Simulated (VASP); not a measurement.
Wanted: the native input for a VASP 6.6.1 run.

* Task: single point
* Functional: HSE06
* Potentials or basis: VASP PAW PBE potentials, release 64 (Si, O)
* Cutoff: 520 eV
* k mesh: 6 × 6 × 6
* Occupations: gaussian, width 0.01 eV
* Spin: no spin polarisation
* Dipole correction: no
* Grid for exact exchange (PRECFOCK): Normal
* Further INCAR settings: ALGO = Normal; EDIFF = 1e-06; NBANDS = 15
* Share of exact exchange: 0.25
* Screening parameter: 0.2079 1/Å

Crystal: SiO2.

```
CELL_PARAMETERS angstrom
0.01947 2.28364 2.28364
2.28364 0.01947 2.28364
2.28364 2.28364 0.01947
ATOMIC_POSITIONS crystal
Si 0.00000 0.00000 0.00000
O 0.25037 0.25037 0.25037
O 0.74963 0.74963 0.74963
```

This cell differs from its parent crystal: strain along [111] +1.3%.

The input as run:

POSCAR

```
SiO2
1.0
    0.0194718544      2.2836409658      2.2836409658
    2.2836409658      0.0194718544      2.2836409658
    2.2836409658      2.2836409658      0.0194718544
Si O
1 2
Direct
    0.0000000000      0.0000000000      0.0000000000
    0.2503658963      0.2503658963      0.2503658963
    0.7496341037      0.7496341037      0.7496341037
```

INCAR.step1

```
PREC = Accurate
ENCUT = 520
EDIFF = 1E-5
ISMEAR = 0
SIGMA = 0.01
LREAL = F
LASPH = T
NELM = 100
ALGO = Normal
ISIF = 2
LWAVE = T
NBANDS = 15
GGA = PE
```

INCAR.step2

```
PREC = Accurate
ENCUT = 520
EDIFF = 1E-6
ISMEAR = 0
SIGMA = 0.01
LREAL = F
LASPH = T
NELM = 100
ALGO = Normal
ISIF = 2
LWAVE = F
LCHARG = T
GGA = PE
LHFCALC = T
HFSCREEN = 0.2079
PRECFOCK = Normal
LELF = T
LVHAR = T
NBANDS = 15
ISTART = 1
```

KPOINTS

```
regular mesh
0
Gamma
  6 6 6
```

Potentials or basis: VASP PAW PBE potentials, release 64 (Si, O).

Command:

```console
$ cat potpaw_PBE.64/Si/POTCAR potpaw_PBE.64/O/POTCAR > POTCAR
$ cp INCAR.step1 INCAR
$ mpirun -np 1 vasp_std > vasp.out
$ cp INCAR.step2 INCAR
$ mpirun -np 1 vasp_std > vasp.out
```

Results of the run:

```yaml
Pressure: -7.6 GPa
Largest_force: 0.008 eV/Å
Band_gap_on_the_k_mesh: 3.55 eV
```

Caveat: the cell differs from its parent crystal (strain along [111] +1.3%); the cell stands under tension; the structure was generated, so it needn't be the stable form of SiO2; the PAW data sets were made with another functional, which shifts forces and pressure a little.

Run time: 27 min on 1 thread of Intel(R) Xeon(R) 6975P-C (Granite Rapids) (shared host), peak memory 0.24 GiB.
